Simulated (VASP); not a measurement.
# PbS (Fm-3m) in VASP: notebook

PbS is run at these levels: PBE; tasks: single point.

All numbers are computed with VASP 6.6.1; they aren't measurements. Logs are shortened: lines on timing, memory, paths and dates and some standing lists are left out, and cuts for length are marked.

**1. The cell of the first run**

Symmetry: Fm-3m, No. 225, cubic system. Conventional cell: a = 5.930 Å, b = 5.930 Å, c = 5.930 Å, α = 90.00°, β = 90.00°, γ = 90.00°. Within 3.9 Å of Pb (site symmetry m-3m) lie 6 S at 2.96 Å. Within 3.9 Å of S (site symmetry m-3m) lie 6 Pb at 2.96 Å.

**2. Single point, PBE**

Contents of INCAR:

```
SYSTEM = PbS
ALGO = Normal
EDIFF = 1E-6
ENCUT = 500
GGA = PE
GGA_COMPAT = .False.
ISIF = 2
ISMEAR = -1
LASPH = .True.
LCHARG = .True.
LELF = .True.
LREAL = .False.
LVHAR = .True.
LWAVE = .False.
NBANDS = 17
NELM = 120
PREC = Accurate
SIGMA = 0.15
```

Contents of KPOINTS:

```
k-points
0
Gamma
  7 7 7
  0 0 0
```

Contents of POSCAR:

```
PbS
1.0
    0.0000000000      2.9650000000      2.9650000000
    2.9650000000      0.0000000000      2.9650000000
    2.9650000000      2.9650000000      0.0000000000
Pb S
1 1
Direct
    0.0000000000      0.0000000000      0.0000000000
    0.5000000000      0.5000000000      0.5000000000
```

Potentials or basis: VASP PAW PBE potentials, release 64 (Pb_d, S).

The run is started by

```console
> cat potpaw_PBE.64/Pb_d/POTCAR potpaw_PBE.64/S/POTCAR > POTCAR
> mpirun -np 1 vasp_std > vasp.out
```

OUTCAR:

```text
SYSTEM = PbS
   EDIFF = 1E-6
   ENCUT = 500
   GGA = PE
   ISIF = 2
   ISMEAR = -1
   LASPH = .True.
   LREAL = .False.
   NELM = 120
   PREC = Accurate

 ion  position               nearest neighbor table
   1  0.000  0.000  0.000-   2 2.96   2 2.96   2 2.96   2 2.96   2 2.96   2 2.96
   2  0.500  0.500  0.500-   1 2.96   1 2.96   1 2.96   1 2.96   1 2.96   1 2.96

  LATTYP: Found a face centered cubic cell.
 ALAT       =     5.9300000000

  Lattice vectors:

 A1 = (   0.0000000000,   2.9650000000,   2.9650000000)
 A2 = (   2.9650000000,   0.0000000000,   2.9650000000)
 A3 = (   2.9650000000,   2.9650000000,   0.0000000000)

Analysis of symmetry for initial positions (statically):
=====================================================================
 Subroutine PRICEL returns:
 Original cell was already a primitive cell.

 Routine SETGRP: Setting up the symmetry group for a
 face centered cubic supercell.

 Subroutine GETGRP returns: Found 48 space group operations
 (whereof 48 operations were pure point group operations)
 out of a pool of 48 trial point group operations.

The static configuration has the point symmetry O_h .

Analysis of symmetry for dynamics (positions and initial velocities):
=====================================================================
 Subroutine PRICEL returns:
 Original cell was already a primitive cell.

 Routine SETGRP: Setting up the symmetry group for a
 face centered cubic supercell.

 Subroutine GETGRP returns: Found 48 space group operations
 (whereof 48 operations were pure point group operations)
 out of a pool of 48 trial point group operations.

The dynamic configuration has the point symmetry O_h .

 Subroutine INISYM returns: Found 48 space group operations
 (whereof 48 operations are pure point group operations),
 and found     1 'primitive' translations

----------------------------------------------------------------------------------------

                                     Primitive cell

  volume of cell :      52.1320

  direct lattice vectors                    reciprocal lattice vectors
     0.000000000  2.965000000  2.965000000    -0.168634064  0.168634064  0.168634064
     2.965000000  0.000000000  2.965000000     0.168634064 -0.168634064  0.168634064
     2.965000000  2.965000000  0.000000000     0.168634064  0.168634064 -0.168634064

  length of vectors
     4.193143212  4.193143212  4.193143212     0.292082767  0.292082767  0.292082767

[... 72 lines left out ...]
   LASPH  =      T    aspherical Exc in radial PAW
   ENCUT  =  500.0 eV  36.75 Ry    6.06 a.u.   7.65  7.65  7.65*2*pi/ulx,y,z
   NELM   =    120;   NELMIN=  2; NELMDL= -5     # of ELM steps
   EDIFF  = 0.1E-05   stopping-criterion for ELM
   LREAL  =      F    real-space projection
   EDIFFG = 0.1E-04   stopping-criterion for IOM
   NSW    =      0    number of steps for IOM
   IBRION =     -1    ionic relax: 0-MD 1-quasi-New 2-CG
   NFREE  =      0    steps in history (QN), initial steepest desc. (CG)
   ISIF   =      2    stress and relaxation
   ISYM   =      2    0-nonsym 1-usesym 2-fastsym
   POTIM  = 0.5000    time-step for ionic-motion
   TEBEG  =    0.0;   TEEND  =   0.0 temperature during run
   PSTRESS=    0.0 pullay stress
   NELECT =      20.0000    total number of electrons
   NUPDOWN=      -1.0000    fix difference up-down
   EMIN   =  10.00;   EMAX   =-10.00  energy-range for DOS
   EFERMI =   0.00;   METHOD = LEGACY
   ISMEAR =    -1;   SIGMA  =   0.15  broadening in eV -4-tet -1-fermi 0-gaus
   EFERMI_NEDOS =   21; number of points for ismear=-14 and -15
   IALGO  =     38    algorithm
   IMIX   =      4    mixing-type and parameters
     AMIX     =   0.40;   BMIX     =  1.00
     AMIX_MAG =   1.60;   BMIX_MAG =  1.00
  volume/ion in A,a.u.               =      26.07       175.90
  Fermi-wavevector in a.u.,A,eV,Ry     =   1.189552  2.247928 19.252709  1.415034
  Thomas-Fermi vector in A             =   2.325657
   LORBIT       =      0    0 simple, 1 ext, 2 COOP (PROOUT), +10 PAW based schemes
   GGA     = PE    functional components
   LHFCALC =     F    Hartree Fock is set to
   AEXX    =    0.0000 exact exchange contribution
   IVDW    =     0    specifies the selected vdW correction
   LEPSILON=     F    determine dielectric tensor
   LRPA    =     F    only Hartree local field effects (RPA)
 non-spin polarized calculation
  energy-cutoff  :      500.00
  volume of cell :       52.13
 maximum number of plane-waves:      1363
   NGX = 15   NGY = 15   NGZ = 15

 number of electron      19.9999998 magnetization

 Free energy of the ion-electron system (eV)
  ---------------------------------------------------
  ext. energy  EPLUGINS =         0.00000000
  ---------------------------------------------------
  free energy    TOTEN  =        -8.75802307 eV

  energy without entropy =       -8.75398494  energy(sigma->0) =       -8.75600401

 E-fermi :   6.0730     XC(G=0):  -9.6875

 val. band max:        5.5710555274   @ k =   0.4286   0.0000   0.0000
 cond. band min:       6.5238563371   @ k =   0.4286   0.0000   0.0000
 fundamental gap:      0.9528008096
 Fermi energy:         6.0730345019

 k-point     1 :       0.0000    0.0000    0.0000
  band No.  band energies     occupation
      1     -10.9945      2.00000
      2     -10.9945      2.00000
      3     -10.9945      2.00000
      4     -10.9782      2.00000
      5     -10.9782      2.00000
      6      -7.7751      2.00000
[... 377 lines left out ...]
      4     -10.9682      2.00000
      5     -10.9368      2.00000
      6      -6.0999      2.00000
[... 9 lines left out ...]
     16      17.5603      0.00000
     17      18.1738      0.00000

------------------------ aborting loop because EDIFF is reached ----------------------------------------

  FORCE on cell =-STRESS in cart. coord.  units (eV):
  Direction    XX          YY          ZZ          XY          YZ          ZX
  --------------------------------------------------------------------------------------
  -------------------------------------------------------------------------------------
  Total        0.6936659      0.6936659      0.6936659      0.0000000      0.0000000      0.0000000
  in kB       21.3185095     21.3185095     21.3185095      0.0000000      0.0000000      0.0000000
  external PRESSURE =      21.3185095 kB  Pullay stress =       0.0000000 kB

 VOLUME and BASIS-vectors are now :
 -----------------------------------------------------------------------------
  energy-cutoff  :      500.00
  volume of cell :       52.13
      direct lattice vectors                 reciprocal lattice vectors
     0.000000000  2.965000000  2.965000000    -0.168634064  0.168634064  0.168634064
     2.965000000  0.000000000  2.965000000     0.168634064 -0.168634064  0.168634064
     2.965000000  2.965000000  0.000000000     0.168634064  0.168634064 -0.168634064

 POSITION                                       TOTAL-FORCE (eV/Angst)
 -----------------------------------------------------------------------------------
      0.00000      0.00000      0.00000        -0.000000      0.000000      0.000000
      2.96500      2.96500      2.96500         0.000000     -0.000000     -0.000000
 -----------------------------------------------------------------------------------
    total drift:                                0.000000     -0.000000     -0.000000

  FREE ENERGIE OF THE ION-ELECTRON SYSTEM (eV)
  ---------------------------------------------------
  free  energy   TOTEN  =        -8.7580230666 eV

  energy  without entropy=       -8.7539849438  energy(sigma->0) =       -8.75600401
```

OSZICAR:

```text
N       E                     dE             d eps       ncg     rms          rms(c)
DAV:   1     0.156688483292E+03    0.15669E+03   -0.94985E+03   680   0.119E+03
DAV:   2     0.282931864856E+01   -0.15386E+03   -0.14790E+03   754   0.312E+02
DAV:   3    -0.894649737543E+01   -0.11776E+02   -0.11615E+02   881   0.917E+01
DAV:   4    -0.922779502500E+01   -0.28130E+00   -0.28113E+00   854   0.152E+01
DAV:   5    -0.923855841799E+01   -0.10763E-01   -0.10762E-01  1022   0.296E+00    0.466E+00
DAV:   6    -0.875397586293E+01    0.48458E+00   -0.13691E+00  1049   0.798E+00    0.329E+00
DAV:   7    -0.875480333596E+01   -0.82747E-03   -0.14435E-01   827   0.190E+00    0.188E+00
DAV:   8    -0.875835265179E+01   -0.35493E-02   -0.16401E-02   809   0.137E+00    0.260E-01
DAV:   9    -0.875783657992E+01    0.51607E-03   -0.34841E-03  1057   0.514E-01    0.833E-02
DAV:  10    -0.875801345241E+01   -0.17687E-03   -0.36653E-04   761   0.114E-01    0.528E-02
DAV:  11    -0.875802235861E+01   -0.89062E-05   -0.55897E-05   955   0.807E-02    0.168E-02
DAV:  12    -0.875802306660E+01   -0.70799E-06   -0.41704E-06   888   0.215E-02
   1 F= -.87580231E+01 E0= -.87560040E+01  d E =-.403812E-02
```

Run time: 7.1 s. Hardware: 1 thread of Intel Xeon 6975P-C (Granite Rapids), shared host; peak memory 0.17 GiB.

What came out:

| Quantity | Value |
| --- | --- |
| Free energy | -8.7580 eV |
| Pressure | 2.1 GPa |

Caveat: this odd mesh misses L, so gap, dielectric constants and Born charges aren't listed; spin-orbit coupling is left out, which moves the levels of the heavy elements.

**3. Single point, PBE**

Contents of INCAR:

```
PREC = Accurate ; ENCUT = 500
EDIFF = 1E-6 ; ISMEAR = 0
SIGMA = 0.05 ; LREAL = False
LASPH = True ; NELM = 120
ALGO = Normal ; ISIF = 2
LWAVE = False ; LCHARG = True
GGA = PE ; LELF = True
LVHAR = True ; NBANDS = 17
GGA_COMPAT = False
```

Contents of KPOINTS:

```
regular mesh
0
Gamma
  7 7 7
```

POSCAR is that of step 2.

Potentials or basis: VASP PAW PBE potentials, release 64 (Pb_d, S).

The run is started by

```console
> cat potpaw_PBE.64/Pb_d/POTCAR potpaw_PBE.64/S/POTCAR > POTCAR
> mpirun -np 1 vasp_std > vasp.out
```

Run time: 7.4 s. Hardware: 1 thread of Intel Xeon 6975P-C (Granite Rapids), shared host; peak memory 0.17 GiB.

The run converged. Its results:

```yaml
Free_energy: -8.7572 eV
Pressure: 2.1 GPa
```

Levels at points of the mesh, in eV from the Fermi level:
```csv
k point,band 6,band 7,band 8,band 9,band 10,band 11,band 12,band 13,band 14,band 15
"(0.00, 0.00, 0.00)",-13.57,-6.00,-2.14,-2.14,-2.14,5.25,5.25,5.25,6.76,6.76
```

Caveat: this odd mesh misses L, so gap, dielectric constants and Born charges aren't listed; spin-orbit coupling is left out, which moves the levels of the heavy elements.
